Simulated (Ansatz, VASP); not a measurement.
**BaTiO3: VASP beside Ansatz**

POSCAR

```
BaTiO3
1.0
    3.9993545400      2.8490430500     -2.8591348200
    3.9993545400     -2.8490430500      2.8591348200
    0.0000000000     -2.8490430500     -2.8591348200
Ba Ti O
2 2 6
Direct
    0.0000000000      0.0000000000      0.0000000000
    0.5000000000      0.5000000000      0.0000000000
    0.9915000000      0.5085000000      0.4830000000
    0.4915000000      0.0085000000      0.4830000000
    0.7555000000      0.2445000000      0.5110000000
    0.2555000000      0.7445000000      0.5110000000
    0.7538350000      0.7461650000      0.4954700000
    0.2538350000      0.2461650000      0.4954700000
    0.9977350000      0.5022650000      0.0076700000
    0.4977350000      0.0022650000      0.0076700000
```

The input INCAR.step1:

```
SYSTEM = BaTiO3
PREC = Accurate
ENCUT = 660
ISMEAR = -1
SIGMA = 0.1327
LREAL = .FALSE.
LASPH = .TRUE.
NELM = 120
NBANDS = 51
GGA = PE
ALGO = Normal
EDIFF = 1E-5
LWAVE = .TRUE.
LCHARG = .FALSE.
GGA_COMPAT = .FALSE.
```

The input INCAR.step2:

```
SYSTEM = BaTiO3
PREC = Accurate
ENCUT = 660
EDIFF = 1E-6
ISMEAR = -1
SIGMA = 0.1327
LREAL = .FALSE.
LASPH = .TRUE.
NELM = 120
ALGO = Normal
ISIF = 2
LWAVE = .FALSE.
LCHARG = .FALSE.
METAGGA = R2SCAN
LMIXTAU = .TRUE.
NBANDS = 51
ISTART = 1
GGA_COMPAT = .FALSE.
```

KPOINTS

```
Automatic mesh
0
G
  5 5 6
  0 0 0
```

Input for Ansatz:

```yaml
crystal:
  lattice:
    - [-3.99935454, -2.84904305, 2.85913482]
    - [-3.99935454, 2.84904305, -2.85913482]
    - [0.0, 2.84904305, 2.85913482]
  atoms:
    - { symbol: Ba, position: [0.0, 0.0, 0.0] }
    - { symbol: Ba, position: [0.5, 0.5, 0.0] }
    - { symbol: Ti, position: [0.0085, 0.4915, 0.517] }
    - { symbol: Ti, position: [0.5085, 0.9915, 0.517] }
    - { symbol: O, position: [0.2445, 0.7555, 0.489] }
    - { symbol: O, position: [0.7445, 0.2555, 0.489] }
    - { symbol: O, position: [0.246165, 0.253835, 0.50453] }
    - { symbol: O, position: [0.746165, 0.753835, 0.50453] }
    - { symbol: O, position: [0.002265, 0.497735, 0.99233] }
    - { symbol: O, position: [0.502265, 0.997735, 0.99233] }
  symmetry: { tolerance: 0.0003 }
kpoints:
  mp_grid: { grid: [5, 5, 6], shift: [0, 0, 0] }
  band_path:
    path:
      - [0.0, 0.0, 0.0]
      - [0.5, -0.5, 0.5]
      - [0.49823829, -0.49823829, 0.50176171]
      - [-0.49823829, 0.49823829, 0.49823829]
      - [0.0, 0.0, 0.0]
      - [-0.5, -0.5, 0.0]
      - [-0.99823829, -0.00176171, 0.49823829]
      - [-0.00176171, -0.99823829, 0.50176171]
      - [0.0, -1.0, 0.5]
      - [0.5, -0.5, 0.5]
      - [0.0, 0.0, 0.0]
    npoints: 6
magnetization:
  spin_polarized: false
scf:
  occupations: { method: fermi_dirac, width: 0.1327 }
  lower_state_search: "off"
  max_iter: 200
hamiltonian:
  pseudopotentials: { kind: paw }
  xc: r2scan
basis:
  ecutwfc: 500
  fft_grid_basis: typed
output:
  forces: true
  stress: true
  eigenvalues: true
  populations: true
  elf: true
  write_potential: true
  volumetric_format: npy
  dos:
    e_range: [-12, 8]
    de: 0.05
    projected: { site_lists: { Ba: [Ba], O: [O], Ti: [Ti] } }
checkpoint:
  read: saved_state
```

Alike in both runs: task single point; functional r2SCAN; k mesh 5 × 5 × 6; occupations fermi-dirac, width 0.1327 eV; no spin polarisation.

|  | VASP | Ansatz |
| --- | --- | --- |
| version | VASP 6.6.1 | Ansatz 0.2.0 |
| potentials or method | VASP PAW PBE potentials, release 64 (Ba_sv, Ti_sv, O), cutoff 660 eV | PAW plane waves |
| valence electrons in the cell | 80 | 80 |

```tsv
	VASP	Ansatz	Ansatz less VASP
pressure (GPa)	-1.0	-2.7	-1.70
rms of the force components (eV/Å)	0.156	0.178	+0.0224
```

VASP's potentials were made for PBE, not for r2SCAN.

Spin-orbit coupling is off throughout.
